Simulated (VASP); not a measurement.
Wanted: the native input for a VASP 6.6.1 run.

| Property | Result |
| --- | --- |
| Task | single point |
| Functional | PBE |
| Potentials or basis | VASP PAW PBE potentials, release 64 (Te, O) |
| Cutoff | 520 eV |
| k mesh | 6 × 6 × 4 |
| Occupations | gaussian, width 0.1 eV |
| Spin | no spin polarisation |
| Dipole correction | no |
| Further INCAR settings | ALGO = Normal; EDIFF = 1e-06; NBANDS = 23 |

The structure of Te3O2 lies in POSCAR:

```
Te3O2
1.0
    6.1075864210      0.0000000034      0.0000000000
   -3.0537932134      5.2893249947      0.0000000000
    0.0000000000      0.0000000000      3.6750663685
Te O
3 2
Direct
    0.5000000000      0.0000000000      0.5000000000
    0.0000000000      0.5000000000      0.5000000000
    0.5000000000      0.5000000000      0.5000000000
    0.0000000000      0.0000000000      0.1703502008
    0.0000000000      0.0000000000      0.8296497992
```

The cell was built from a structure type or drawn by symmetry, and may not be a known phase.

The input as run:

INCAR

```
PREC     = Accurate       # precision mode
ENCUT    = 520            # plane-wave cutoff, eV
EDIFF    = 1E-6           # SCF threshold, eV
ISMEAR   = 0              # smearing method
SIGMA    = 0.1            # smearing width, eV
LREAL    = F              # projectors in reciprocal space
LASPH    = T              # aspherical terms in the spheres
NELM     = 100            # most SCF steps
ALGO     = Normal         # electronic algorithm
ISIF     = 2              # what is computed and relaxed
LWAVE    = F              # write WAVECAR
LCHARG   = F              # write CHGCAR
GGA      = PE             # functional
NBANDS   = 23             # bands
```

KPOINTS

```
Automatic mesh
0
Gamma
  6 6 4
```

Potentials or basis: VASP PAW PBE potentials, release 64 (Te, O).

Command:

```console
$ cat potpaw_PBE.64/Te/POTCAR potpaw_PBE.64/O/POTCAR > POTCAR
$ mpirun -np 1 vasp_std > vasp.out
```

It gave:

```json
{
 "Pressure": "0.5 GPa",
 "Largest force": "0.832 eV/Å",
 "Band gap on the k mesh": "zero (bands 15 and 16 overlap by 2.48 eV)"
}
```

Caveat: the k points lie up to 0.43 Å⁻¹ apart, too coarse for converged energies and pressures of a metal; the standard files for N, O and F lose accuracy on very short bonds; spin-orbit coupling is left out, which moves the levels of the heavy elements.

Run time: 66 s on 1 thread of Intel(R) Xeon(R) Platinum 8259CL CPU @ 2.50GHz (Skylake/Cascade Lake), with other jobs on the host, peak memory 0.25 GiB.
